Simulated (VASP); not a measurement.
Sb, 1 atom in the cell. It takes space group Fm-3m (No. 225, cubic). The conventional cell has a = 4.742 Å, b = 4.742 Å, c = 4.742 Å, α = 90.00°, β = 90.00°, γ = 90.00°. Sb (site symmetry m-3m) has 12 Sb at 3.35 Å within 4.4 Å. 

```yaml
Program: VASP 6.6.1
Task: single point
Functional: PBE
Potentials_or_basis: VASP PAW PBE potentials, release 64 (Sb)
Cutoff: 520 eV
k_mesh: 10 × 10 × 10
Occupations: gaussian, width 0.027 eV
Spin: no spin polarisation
Dipole_correction: no
Further_INCAR_settings: ALGO = Normal; EDIFF = 1e-06; NBANDS = 8
```

Potentials or basis: VASP PAW PBE potentials, release 64 (Sb).

Command:

```console
$ cat potpaw_PBE.64/Sb/POTCAR > POTCAR
$ mpirun -np 1 vasp_std > vasp.out
```

Hardware: 1 thread of AMD EPYC 7R43 64-Core Processor (Zen 3), with other jobs on the host.

**Question.** Estimate the wall time of this run.

**Answer.** It took 8 s on 1 thread of AMD EPYC 7R43 64-Core Processor (Zen 3), with other jobs on the host, peak memory 0.12 GiB. Counts: scf iterations 9, k points 47.
